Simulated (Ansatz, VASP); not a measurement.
# CdS: VASP beside Ansatz

INCAR

```
  PREC = Accurate
  ENCUT = 520
  EDIFF = 1E-7
  ISMEAR = -1
  SIGMA = 0.03
  LREAL = F
  LASPH = T
  NELM = 100
  ALGO = Normal
  ISIF = 2
  LWAVE = F
  LCHARG = F
  GGA = PE
  NBANDS = 16
```

KPOINTS

```
regular mesh
0
Gamma
  9 9 9
```

The input POSCAR:

```
CdS
1.0
    0.0000000000      2.9100000000      2.9100000000
    2.9100000000      0.0000000000      2.9100000000
    2.9100000000      2.9100000000      0.0000000000
Cd S
1 1
Direct
    0.0000000000      0.0000000000      0.0000000000
    0.7500000000      0.7500000000      0.7500000000
```

Input for Ansatz:

```yaml
crystal:
  lattice:
    - [0.0, 2.91, 2.91]
    - [2.91, 0.0, 2.91]
    - [2.91, 2.91, 0.0]
  atoms:
    - { symbol: Cd, position: [0.0, 0.0, 0.0] }
    - { symbol: S, position: [0.75, 0.75, 0.75] }
kpoints:
  mp_grid: { grid: [9, 9, 9] }
scf:
  occupations: { method: fermi_dirac, width: 0.03 }
hamiltonian:
  xc: pbe
  pseudopotentials:
    kind: all_electron
    lapw: { basis_error: 0.0005 }
    dirac_shells: { Cd: ["3p", "3d"] }
output:
  forces: true
  stress: true
  eigenvalues: true
```

Alike in both runs: task single point; functional PBE; k mesh 9 × 9 × 9; occupations fermi-dirac, width 0.03 eV; no spin polarisation.

```csv
,VASP,Ansatz
version,VASP 6.6.1,Ansatz 0.2.0
potentials or method,"VASP PAW PBE potentials, release 64 (Cd, S), cutoff 520 eV","all-electron LAPW, scalar-relativistic"
```

|  | VASP | Ansatz | Ansatz less VASP |
| --- | --- | --- | --- |
| gap on the k mesh at the Fermi level (eV) | 1.16 | 1.16 | -0.004 |
| pressure (GPa) | 3.7 | 3.3 | -0.33 |

Ansatz ran all-electron here, and VASP with PAW potentials.
